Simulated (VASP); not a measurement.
MgCdSe, 3 atoms in the cell. It takes space group P-6m2 (No. 187, hexagonal). Conventional cell: a = 4.775 Å, b = 4.775 Å, c = 3.604 Å, α = 90.00°, β = 90.00°, γ = 120.00°. Mg (site symmetry -6m2) has 6 Cd at 3.29 Å and 6 Se at 3.29 Å and 2 Mg at 3.60 Å within 4.3 Å. Cd (site symmetry -6m2) has 3 Se at 2.76 Å and 6 Mg at 3.29 Å within 3.6 Å. Within 3.6 Å of Se (site symmetry -6m2) lie 3 Cd at 2.76 Å and 6 Mg at 3.29 Å. 

```yaml
Program: VASP 6.6.1
Task: relaxation of cell and atoms
Functional: PBE
Potentials_or_basis: VASP PAW PBE potentials, release 64 (Mg, Cd, Se)
Cutoff: 600 eV
k_mesh: 6 × 6 × 6
Occupations: gaussian, width 0.1 eV
Spin: no spin polarisation
Dipole_correction: no
Further_INCAR_settings: ALGO = Normal; EDIFF = 1e-07; IBRION = 2; EDIFFG = -0.04; NSW = 90; ISIF = 3
```

Potentials or basis: VASP PAW PBE potentials, release 64 (Mg, Cd, Se).

Launch:

```console
$ cat potpaw_PBE.64/Mg/POTCAR potpaw_PBE.64/Cd/POTCAR potpaw_PBE.64/Se/POTCAR > POTCAR
$ mpirun -np 1 vasp_std > vasp.out
```

Hardware: 1 thread of Intel Xeon 6975P-C, on a shared host.

Task: Estimate the wall time of this run.

Result: It took 95 s on 1 thread of Intel Xeon 6975P-C (shared host), peak memory 0.25 GiB. Counts: scf iterations 44, k points 28, ion steps 5.
